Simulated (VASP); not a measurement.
# SbTeI (P-6m2) in VASP: single point with PBE

Aim: the single point of SbTeI with PBE.

Program: VASP 6.6.1. These are calculated values, not measurements. Logs are shortened: lines on timing, memory, paths and dates and some standing lists are left out, and cuts for length are marked.

### 1 The cell of the first run

The structure is hexagonal, space group P-6m2 (No. 187). Conventional cell: a = 5.143 Å, b = 5.143 Å, c = 4.895 Å, α = 90.00°, β = 90.00°, γ = 120.00°. Sb (site symmetry -6m2) has 3 Te at 2.97 Å and 6 I at 3.85 Å within 3.9 Å. Within 3.9 Å of Te (site symmetry -6m2) lie 3 Sb at 2.97 Å and 6 I at 3.85 Å. I (site symmetry -6m2) has 6 Te at 3.85 Å and 6 Sb at 3.85 Å and 2 I at 4.89 Å within 5.1 Å.

### 2 Single point, PBE

INCAR

```
PREC = Accurate
ENCUT = 520
EDIFF = 1E-6
ISMEAR = 0
SIGMA = 0.1
LREAL = False
LASPH = True
NELM = 60
ALGO = Normal
ISIF = 2
LWAVE = False
LCHARG = True
GGA = PE
LELF = True
LVHAR = True
NBANDS = 16
```

KPOINTS

```
regular mesh
0
Gamma
  12 12 10
```

POSCAR

```
SbTeI
1.0
    5.1433141969      0.0000000000      0.0000000000
   -2.5716570985      4.4542407542      0.0000000000
    0.0000000000      0.0000000000      4.8947843014
Sb Te I
1 1 1
Direct
    0.0000000000      0.0000000000      0.5000000000
    0.3333333333      0.6666666667      0.5000000000
    0.6666666667      0.3333333333      0.0000000000
```

Potentials or basis: VASP PAW PBE potentials, release 64 (Sb, Te, I).

Launch:

```
$ cat potpaw_PBE.64/Sb/POTCAR potpaw_PBE.64/Te/POTCAR potpaw_PBE.64/I/POTCAR > POTCAR
$ mpirun -np 1 vasp_std > vasp.out
```

OUTCAR:

```text
PREC = Accurate
   ENCUT = 520
   EDIFF = 1E-6
   ISMEAR = 0
   LREAL = False
   LASPH = True
   NELM = 60
   ISIF = 2
   GGA = PE

 ion  position               nearest neighbor table
   1  0.000  0.000  0.500-   2 2.97   2 2.97   2 2.97
   2  0.333  0.667  0.500-   1 2.97   1 2.97   1 2.97
   3  0.667  0.333  0.000-

  LATTYP: Found a hexagonal cell.
 ALAT       =     5.1433141969
 C/A-ratio  =     0.9516790369

  Lattice vectors:

 A1 = (   5.1433141969,   0.0000000000,   0.0000000000)
 A2 = (  -2.5716570985,   4.4542407542,   0.0000000000)
 A3 = (   0.0000000000,   0.0000000000,   4.8947843014)

Analysis of symmetry for initial positions (statically):
=====================================================================
 Subroutine PRICEL returns:
 Original cell was already a primitive cell.

 Routine SETGRP: Setting up the symmetry group for a
 hexagonal supercell.

 Subroutine GETGRP returns: Found 12 space group operations
 (whereof 12 operations were pure point group operations)
 out of a pool of 24 trial point group operations.

The static configuration has the point symmetry D_3h.

Analysis of symmetry for dynamics (positions and initial velocities):
=====================================================================
 Subroutine PRICEL returns:
 Original cell was already a primitive cell.

 Routine SETGRP: Setting up the symmetry group for a
 hexagonal supercell.

 Subroutine GETGRP returns: Found 12 space group operations
 (whereof 12 operations were pure point group operations)
 out of a pool of 24 trial point group operations.

The dynamic configuration has the point symmetry D_3h.

 Subroutine INISYM returns: Found 12 space group operations
 (whereof 12 operations are pure point group operations),
 and found     1 'primitive' translations

----------------------------------------------------------------------------------------

                                     Primitive cell

  volume of cell :     112.1374

  direct lattice vectors                    reciprocal lattice vectors
     5.143314197  0.000000000  0.000000000     0.194427165  0.112252576  0.000000000
    -2.571657098  4.454240754  0.000000000     0.000000000  0.224505153  0.000000000
     0.000000000  0.000000000  4.894784301     0.000000000  0.000000000  0.204299094

  length of vectors
     5.143314197  5.143314197  4.894784301     0.224505153  0.224505153  0.204299094

  position of ions in fractional coordinates (direct lattice)
     0.000000000  0.000000000  0.500000000
     0.333333333  0.666666667  0.500000000
     0.666666667  0.333333333  0.000000000

  ion indices of the primitive-cell ions
   primitive index   ion index
                 1           1
                 2           2
                 3           3

----------------------------------------------------------------------------------------

 KPOINTS: regular mesh

Automatic generation of k-mesh.
 Grid dimensions read from file:
 generate k-points for:   12   12   10

 Generating k-lattice:

  Cartesian coordinates                     Fractional coordinates (reciprocal lattice)
     0.016202264  0.009354381  0.000000000     0.083333333  0.000000000  0.000000000
     0.000000000  0.018708763  0.000000000     0.000000000  0.083333333  0.000000000
     0.000000000  0.000000000  0.020429909     0.000000000  0.000000000  0.100000000

  Length of vectors
     0.018708763  0.018708763  0.020429909

  Shift w.r.t. Gamma in fractional coordinates (k-lattice)
     0.000000000  0.000000000  0.000000000

 Subroutine IBZKPT returns following result:
 ===========================================

 Found    114 irreducible k-points:

 Following reciprocal coordinates:
            Coordinates               Weight
  0.000000  0.000000  0.000000      1.000000
  0.083333  0.000000  0.000000      6.000000
  0.166667 -0.000000  0.000000      6.000000
  0.250000 -0.000000  0.000000      6.000000
  0.333333  0.000000  0.000000      6.000000
  0.416667  0.000000  0.000000      6.000000
[... 16 lines left out ...]
  0.250000 -0.000000  0.100000     12.000000
  0.333333  0.000000  0.100000     12.000000
 [... further k-points ...]
   k-points           NKPTS =    114   k-points in BZ     NKDIM =    114   number of bands    NBANDS=     16
   number of dos      NEDOS =    301   number of ions     NIONS =      3
   total plane-waves  NPLWV =  57600
   dimension x,y,z NGX =    40 NGY =   40 NGZ =   36
   dimension x,y,z NGXF=    80 NGYF=   80 NGZF=   72
   ions per type =               1   1   1
   NGX,Y,Z   is equivalent  to a cutoff of  12.93, 12.93, 12.23 a.u.
   NGXF,Y,Z  is equivalent  to a cutoff of  25.86, 25.86, 24.45 a.u.
 SYSTEM =  unknown system
   PREC   = accura    normal or accurate (medium, high low for compatibility)
   ISTART =      0    job   : 0-new  1-cont  2-samecut
   ICHARG =      2    charge: 1-file 2-atom 10-const
   ISPIN  =      1    spin polarized calculation?
   LNONCOLLINEAR =      F non collinear calculations
   LSORBIT =      F    spin-orbit coupling
   LASPH  =      T    aspherical Exc in radial PAW
   ENCUT  =  520.0 eV  38.22 Ry    6.18 a.u.   9.56  9.56  9.10*2*pi/ulx,y,z
   NELM   =     60;   NELMIN=  2; NELMDL= -5     # of ELM steps
   EDIFF  = 0.1E-05   stopping-criterion for ELM
   LREAL  =      F    real-space projection
   EDIFFG = 0.1E-04   stopping-criterion for IOM
   NSW    =      0    number of steps for IOM
   IBRION =     -1    ionic relax: 0-MD 1-quasi-New 2-CG
   NFREE  =      0    steps in history (QN), initial steepest desc. (CG)
   ISIF   =      2    stress and relaxation
   ISYM   =      2    0-nonsym 1-usesym 2-fastsym
   POTIM  = 0.5000    time-step for ionic-motion
   TEBEG  =    0.0;   TEEND  =   0.0 temperature during run
   PSTRESS=    0.0 pullay stress
   NELECT =      18.0000    total number of electrons
   NUPDOWN=      -1.0000    fix difference up-down
   EMIN   =  10.00;   EMAX   =-10.00  energy-range for DOS
   EFERMI =   0.00;   METHOD = LEGACY
   ISMEAR =     0;   SIGMA  =   0.10  broadening in eV -4-tet -1-fermi 0-gaus
   EFERMI_NEDOS =   21; number of points for ismear=-14 and -15
   IALGO  =     38    algorithm
   IMIX   =      4    mixing-type and parameters
     AMIX     =   0.40;   BMIX     =  1.00
     AMIX_MAG =   1.60;   BMIX_MAG =  1.00
  volume/ion in A,a.u.               =      37.38       252.25
  Fermi-wavevector in a.u.,A,eV,Ry     =   0.889711  1.681310 10.770174  0.791585
  Thomas-Fermi vector in A             =   2.011307
   LORBIT       =      0    0 simple, 1 ext, 2 COOP (PROOUT), +10 PAW based schemes
   GGA     = PE    functional components
   LHFCALC =     F    Hartree Fock is set to
   AEXX    =    0.0000 exact exchange contribution
   IVDW    =     0    specifies the selected vdW correction
   LEPSILON=     F    determine dielectric tensor
   LRPA    =     F    only Hartree local field effects (RPA)
 non-spin polarized calculation
 Gauss-broadening in eV      SIGMA  =   0.10
  energy-cutoff  :      520.00
  volume of cell :      112.14
 maximum number of plane-waves:      3074
 NGX is ok and might be reduce to    40
   NGX = 19   NGY = 19   NGZ = 19

 number of electron      17.9999999 magnetization

 Free energy of the ion-electron system (eV)
  ---------------------------------------------------
  ext. energy  EPLUGINS =         0.00000000
  ---------------------------------------------------
  free energy    TOTEN  =        -8.10786895 eV

  energy without entropy =       -8.09991271  energy(sigma->0) =       -8.10389083

 E-fermi :   4.5367     XC(G=0):  -8.6505

 val. band max:        4.5303451764   @ k =   0.3333   0.2500   0.4000
 cond. band min:       4.5500253849   @ k =   0.4167   0.1667   0.1000
 fundamental gap:      0.0196802085
 Fermi energy:         4.5366793704

 k-point     1 :       0.0000    0.0000    0.0000
  band No.  band energies     occupation
      1      -8.2522      2.00000
      2      -6.5929      2.00000
      3      -2.6435      2.00000
      4       1.1417      2.00000
      5       1.2188      2.00000
      6       1.2188      2.00000
[... 8 lines left out ...]
     15      11.9704      0.00000
     16      11.9704      0.00000

 k-point     2 :       0.0833    0.0000    0.0000
  band No.  band energies     occupation
      1      -8.2192      2.00000
      2      -6.5963      2.00000
      3      -2.8082      2.00000
      4       1.0731      2.00000
      5       1.1886      2.00000
      6       1.2678      2.00000
[... 8 lines left out ...]
     15      11.4962      0.00000
     16      11.6328      0.00000

 k-point     3 :       0.1667   -0.0000    0.0000
  band No.  band energies     occupation
      1      -8.1236      2.00000
      2      -6.6060      2.00000
      3      -3.2182      2.00000
      4       0.7945      2.00000
      5       1.3277      2.00000
      6       1.4014      2.00000
[... 8 lines left out ...]
     15      11.0858      0.00000
     16      11.4947      0.00000

 k-point     4 :       0.2500   -0.0000    0.0000
  band No.  band energies     occupation
      1      -7.9779      2.00000
      2      -6.6197      2.00000
      3      -3.7206      2.00000
      4       0.5274      2.00000
      5       1.5541      2.00000
      6       1.6080      2.00000
[... 8 lines left out ...]
     15      10.8762      0.00000
     16      11.6548      0.00000
[... 324 lines left out ...]
 k-point    22 :       0.1667   -0.0000    0.1000
  band No.  band energies     occupation
      1      -8.0913      2.00000
      2      -6.6452      2.00000
      3      -3.2125      2.00000
      4       0.8204      2.00000
      5       1.1890      2.00000
      6       1.5756      2.00000
[... 8 lines left out ...]
     15      11.0275      0.00000
     16      11.5171      0.00000

 k-point    23 :       0.2500   -0.0000    0.1000
  band No.  band energies     occupation
      1      -7.9489      2.00000
      2      -6.6490      2.00000
      3      -3.7152      2.00000
      4       0.5582      2.00000
      5       1.2766      2.00000
      6       1.9258      2.00000
[... 8 lines left out ...]
     15      11.0173      0.00000
     16      11.5383      0.00000

 k-point    24 :       0.3333    0.0000    0.1000
  band No.  band energies     occupation
      1      -7.7847      2.00000
      2      -6.6503      2.00000
      3      -4.1882      2.00000
      4       0.3535      2.00000
      5       1.4556      2.00000
      6       2.3181      2.00000
[... 8 lines left out ...]
     15      10.9169      0.00000
     16      11.3875      0.00000

 [... further k-points ...]

------------------------ aborting loop because EDIFF is reached ----------------------------------------

  FORCE on cell =-STRESS in cart. coord.  units (eV):
  Direction    XX          YY          ZZ          XY          YZ          ZX
  --------------------------------------------------------------------------------------
  -------------------------------------------------------------------------------------
  Total       -0.0684604     -0.0684604     -0.0163273      0.0000000     -0.0000000      0.0000000
  in kB       -0.9781366     -0.9781366     -0.2332782      0.0000000     -0.0000000      0.0000000
  external PRESSURE =      -0.7298505 kB  Pullay stress =       0.0000000 kB

 VOLUME and BASIS-vectors are now :
 -----------------------------------------------------------------------------
  energy-cutoff  :      520.00
  volume of cell :      112.14
      direct lattice vectors                 reciprocal lattice vectors
     5.143314197  0.000000000  0.000000000     0.194427165  0.112252576  0.000000000
    -2.571657098  4.454240754  0.000000000     0.000000000  0.224505153  0.000000000
     0.000000000  0.000000000  4.894784301     0.000000000  0.000000000  0.204299094

 POSITION                                       TOTAL-FORCE (eV/Angst)
 -----------------------------------------------------------------------------------
      0.00000      0.00000      2.44739        -0.000000      0.000000      0.000000
     -0.00000      2.96949      2.44739         0.000000      0.000000      0.000000
      2.57166      1.48475      0.00000        -0.000000      0.000000      0.000000
 -----------------------------------------------------------------------------------
    total drift:                               -0.000000      0.000000      0.000000

  FREE ENERGIE OF THE ION-ELECTRON SYSTEM (eV)
  ---------------------------------------------------
  free  energy   TOTEN  =        -8.1078689498 eV

  energy  without entropy=       -8.0999127080  energy(sigma->0) =       -8.10389083
```

Run time: 4.4 min. Hardware: 1 thread of Oxide Virtual Turin-like, shared host; peak memory 0.37 GiB.

Results:

| Item | Value |
| --- | --- |
| Free energy | -8.1079 eV |
| Pressure | -0.1 GPa |
| Band gap on the k mesh | zero (band 9 reaches 4.67 eV, above the bottom of band 10 at 4.41 eV) |

Caveat: spin-orbit coupling is left out, which moves the levels of the heavy elements.
